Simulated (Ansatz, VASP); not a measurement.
NiO in VASP and in Ansatz

Contents of INCAR:

```
SYSTEM = NiO
PREC = Accurate
ENCUT = 520
EDIFF = 1E-6
ISMEAR = -1
SIGMA = 0.05
LREAL = .False.
LASPH = .True.
NELM = 150
ALGO = Normal
ISIF = 2
LWAVE = .False.
LCHARG = .False.
ISPIN = 2
MAGMOM = 1 0
LORBIT = 11
LMAXMIX = 4
GGA = PE
NBANDS = 19
```

The input KPOINTS:

```
Automatic mesh
0
Gamma
  10 10 10
  0 0 0
```

Contents of POSCAR:

```
NiO
1.0
    0.0000000000      2.2554690417      2.2554690417
    2.2554690417      0.0000000000      2.2554690417
    2.2554690417      2.2554690417      0.0000000000
Ni O
1 1
Direct
    0.0000000000      0.0000000000      0.0000000000
    0.7500000000      0.7500000000      0.7500000000
```

The input input.yaml:

```yaml
crystal:
  lattice:
    - [0.0, 2.2554690417, 2.2554690417]
    - [2.2554690417, 0.0, 2.2554690417]
    - [2.2554690417, 2.2554690417, 0.0]
  atoms:
    - { symbol: Ni, position: [0.0, 0.0, 0.0], spin: 1.0 }
    - { symbol: O, position: [0.75, 0.75, 0.75] }
kpoints:
  mp_grid: { grid: [10, 10, 10] }
scf:
  occupations: { method: fermi_dirac, width: 0.05 }
hamiltonian:
  xc: pbe
  pseudopotentials: { kind: all_electron, lapw: { basis_error: 0.0005 } }
magnetization:
  spin_polarized: true
output:
  forces: true
  stress: true
  eigenvalues: true
```

Change from the starting cell: volume scaled by 1.02.

Alike in both runs: task single point; functional PBE; k mesh 10 × 10 × 10; occupations fermi-dirac, width 0.05 eV; collinear spin.

```csv
,VASP,Ansatz
version,VASP 6.6.1,Ansatz 0.2.0
potentials or method,"VASP PAW PBE potentials, release 64 (Ni, O), cutoff 520 eV","all-electron LAPW, scalar-relativistic"
```

Ansatz gave:

| Property | Result |
| --- | --- |
| gap on the k mesh at the Fermi level (eV) | none |
| pressure (GPa) | -2.6 |
| net moment per atom (μB) | 0.98 |
| size of the moment on the site where the two differ most (μB) | 1.55 |

Which values does VASP return?

gap on the k mesh at the Fermi level (eV): none; pressure (GPa): -2.4; net moment per atom (μB): 0.97; size of the moment on the site where the two differ most (μB): 1.51.

Site moments also hang on the region over which each program counts them. A gap of «none» marks a metal or a gap that the smearing closes. Ansatz ran all-electron here, and VASP with PAW potentials.
